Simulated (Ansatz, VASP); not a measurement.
**Nb: VASP beside Ansatz**

INCAR

```
SYSTEM = Nb
ALGO = Fast
EDIFF = 1E-7
ENCUT = 520
GGA = PS
ISIF = 2
ISMEAR = 0
LASPH = .TRUE.
LCHARG = .FALSE.
LREAL = .FALSE.
LWAVE = .FALSE.
NBANDS = 12
NELM = 60
PREC = Accurate
SIGMA = 0.15
```

KPOINTS

```
k-points
0
G
  20 20 20
  0 0 0
```

POSCAR

```
Nb
1.0
   -1.6889092500      1.6889092500      1.6140315000
    1.6889092500     -1.6889092500      1.6140315000
    1.6889092500      1.6889092500     -1.6140315000
Nb
1
Direct
    0.0000000000      0.0000000000      0.0000000000
```

Input for Ansatz:

```yaml
crystal:
  lattice:
    - [-1.68890925, 1.68890925, 1.6140315]
    - [1.68890925, -1.68890925, 1.6140315]
    - [1.68890925, 1.68890925, -1.6140315]
  atoms:
    - { symbol: Nb, position: [0.0, 0.0, 0.0] }
basis:
  ecutwfc: 420
kpoints:
  mp_grid: { grid: [20, 20, 20] }
hamiltonian:
  xc: pbesol
scf:
  occupations: { method: gaussian, width: 0.15 }
output:
  forces: true
  stress: true
  eigenvalues: true
```

Change from the starting cell: strain +0.015 along x and y, -0.030 along z, atoms carried along.

Alike in both runs: task single point; functional PBEsol; k mesh 20 × 20 × 20; occupations gaussian, width 0.15 eV; no spin polarisation.

|  | VASP | Ansatz |
| --- | --- | --- |
| version | VASP 6.6.1 | Ansatz 0.2.0 |
| potentials or method | VASP PAW PBE potentials, release 64 (Nb_sv), cutoff 520 eV | scalar-relativistic, plane waves, PAW |
| valence electrons in the cell | 13 | 13 |

|  | VASP | Ansatz | Ansatz less VASP |
| --- | --- | --- | --- |
| gap on the k mesh at the Fermi level (eV) | none | none | - |
| pressure (GPa) | -8.5 | -8.2 | +0.27 |
| traceless stress, the component that is largest in VASP (GPa) | 2.72 | 2.73 | +0.007 |

VASP's potentials were made for PBE, not for PBEsol. A gap of «none» marks a metal or a gap that the smearing closes.
